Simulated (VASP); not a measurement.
Set up this calculation in VASP 6.6.1, as the native input.

```
Task                   : single point
Functional             : BLYP
Potentials or basis    : VASP PAW PBE potentials, release 64 (La)
Cutoff                 : 520 eV
k mesh                 : 10 × 10 × 10
Occupations            : fermi-dirac, width 0.1 eV
Spin                   : no spin polarisation
Dipole correction      : no
Further INCAR settings : ALGO = Normal; EDIFF = 1e-06; NBANDS = 12
```

The structure of La lies in POSCAR:

```
La
1.0
    3.4862421333      0.0000000000      0.0000000000
    0.0000000000      3.4862421333      0.0000000000
    0.0000000000      0.0000000000      3.4862421333
La
1
Direct
    0.0000000000      0.0000000000      0.0000000000
```

This cell differs from its parent crystal: volume scaled by 1.04.

One way to write it, as run:

INCAR

```
PREC     = Accurate       # precision mode
ENCUT    = 520            # plane-wave cutoff, eV
EDIFF    = 1E-6           # SCF threshold, eV
ISMEAR   = -1             # smearing method
SIGMA    = 0.1            # smearing width, eV
LREAL    = False          # projectors in reciprocal space
LASPH    = True           # aspherical terms in the spheres
NELM     = 100            # most SCF steps
ALGO     = Normal         # electronic algorithm
ISIF     = 2              # what is computed and relaxed
LWAVE    = False          # write WAVECAR
LCHARG   = False          # write CHGCAR
GGA      = B5             # functional
ALDAX    = 1.0          
AGGAX    = 1.0          
AGGAC    = 1.0          
ALDAC    = 0.0          
NBANDS   = 12             # bands
```

KPOINTS

```
regular mesh
0
Gamma
  10 10 10
```

Potentials or basis: VASP PAW PBE potentials, release 64 (La).

Run with:

```console
$ cat potpaw_PBE.64/La/POTCAR > POTCAR
$ mpirun -np 1 vasp_std > vasp.out
```

It gave:

* Pressure: -0.7 GPa

Caveat: the PAW data sets were made with another functional, which shifts forces and pressure a little.

Wall time 34 s on 1 thread of Intel(R) Xeon(R) 6975P-C (Granite Rapids) (shared host), peak memory 0.18 GiB.
